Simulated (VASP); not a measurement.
# Ir: single point with r2SCAN

Ir:

```
Ir
1.0
     0.00000    1.90050    1.91970
     1.91970    0.00000    1.91970
     1.91970    1.90050    0.00000
Ir
1
Direct
  0.00000 0.00000 0.00000
```

This cell differs from its parent crystal: strain -0.0100 x Voigt [0, 1, 0, 0, 0, 0].

| Property | Result |
| --- | --- |
| Program | VASP 6.6.1 |
| Task | single point |
| Functional | r2SCAN |
| Potentials or basis | VASP PAW PBE potentials, release 64 (Ir) |
| Cutoff | 520 eV |
| k mesh | 22 × 22 × 22 |
| Occupations | gaussian, width 0.15 eV |
| Spin | no spin polarisation |

```json
{
 "Pressure": "8.3 GPa",
 "Band gap on the k mesh": "zero (an odd number of electrons rules out a gap without spin polarisation)"
}
```

Stress tensor (GPa, compression positive):
```
 6.96  0.00  0.00
 0.00 10.83  0.00
 0.00  0.00  6.96
```

Levels at points of the mesh, in eV from the Fermi level:
```
           k point  band 1  band 2  band 3  band 4  band 5  band 6  band 7  band 8  band 9
(0.00, 0.00, 0.00)  -11.62   -4.08   -4.08   -3.94   -1.37   -1.19   15.11   20.92   20.92
(0.50, 0.00, 0.00)   -8.50   -4.27   -4.12   -0.70    0.94    1.02    7.80   14.73   20.85
(0.50, 0.50, 0.00)   -8.31   -7.71    0.89    1.55    1.69    1.73   11.15   12.41   12.53
(0.50, 0.00, 0.50)   -8.30   -7.73    0.88    1.63    1.63    1.96   11.43   12.28   12.28
```

Run time: 4.7 min on 1 thread of Intel(R) Xeon(R) Platinum 8375C CPU @ 2.90GHz (Ice Lake) (shared host), peak memory 0.24 GiB.

Caveat: the cell differs from its parent crystal (strain -0.0100 x Voigt [0, 1, 0, 0, 0, 0]); the cell stands under pressure; the PAW data sets were made with another functional, which shifts forces and pressure a little; spin-orbit coupling is left out, which moves the levels of the heavy elements.
